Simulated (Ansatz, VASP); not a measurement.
# PbO: VASP beside Ansatz

Contents of INCAR:

```
PREC = Accurate ; ENCUT = 520
EDIFF = 1E-8 ; ISMEAR = -1
SIGMA = 0.03 ; LREAL = F
LASPH = T ; NELM = 80
ALGO = Normal ; ISIF = 2
LWAVE = F ; LCHARG = F
LEFG = T ; NBANDS = 28
```

The input KPOINTS:

```
Automatic mesh
0
Gamma
  7 7 6
```

POSCAR

```
PbO
1.0
    3.9206853073      0.0000000000      0.0000000000
    0.0000000000      3.9206853073      0.0000000000
    0.0000000000      0.0000000000      4.9541268149
Pb O
2 2
Direct
    0.0000000000      0.5000000000      0.2351000000
    0.5000000000      0.0000000000      0.7649000000
    0.0000000000      0.0000000000      0.0000000000
    0.5000000000      0.5000000000      0.0000000000
```

Input for Ansatz:

```yaml
crystal:
  lattice:
    - [3.9206853073, 0.0, 0.0]
    - [0.0, 3.9206853073, 0.0]
    - [0.0, 0.0, 4.9541268149]
  atoms:
    - { symbol: Pb, position: [0.0, 0.5, 0.2351] }
    - { symbol: Pb, position: [0.5, 0.0, 0.7649] }
    - { symbol: O, position: [0.0, 0.0, 0.0] }
    - { symbol: O, position: [0.5, 0.5, 0.0] }
kpoints:
  mp_grid: { grid: [7, 7, 6] }
scf:
  occupations: { method: fermi_dirac, width: 0.03 }
hamiltonian:
  xc: lda
  pseudopotentials: { kind: all_electron, datasets: crystal }
output:
  forces: true
  stress: true
  eigenvalues: true
  efg: { contact_densities: true }
```

Change from the starting cell: volume scaled by 0.96, crystal datasets.

Alike in both runs: task electric field gradients; functional LDA; k mesh 7 × 7 × 6; occupations fermi-dirac, width 0.03 eV; no spin polarisation.

|  | VASP | Ansatz |
| --- | --- | --- |
| version | VASP 6.6.1 | Ansatz 0.2.0 |
| potentials or method | VASP PAW LDA potentials, release 64 (Pb_d, O), cutoff 520 eV | all-electron PAW with datasets made for the crystal, scalar-relativistic |

Ansatz gave:

```
gap on the k mesh at the Fermi level (eV)                     : 1.40
pressure (GPa)                                                : 1.9
traceless stress, the component that is largest in VASP (GPa) : -0.15
rms of the force components (eV/Å)                            : 0.172
size of Vzz on the site where it differs most (V/Å²)          : 226.3
```

Task: Which values does VASP return?

Result: gap on the k mesh at the Fermi level (eV): 1.38; pressure (GPa): 2.1; traceless stress, the component that is largest in VASP (GPa): -0.15; rms of the force components (eV/Å): 0.202; size of Vzz on the site where it differs most (V/Å²): 239.4.

LDA's correlation is that of Perdew and Zunger in VASP and of Perdew and Wang (1992) in Ansatz. Atom by atom the forces differ by 0.030 eV/Å (rms over components). Ansatz ran all-electron here, and VASP with PAW potentials.

Neither program's run includes spin-orbit coupling.
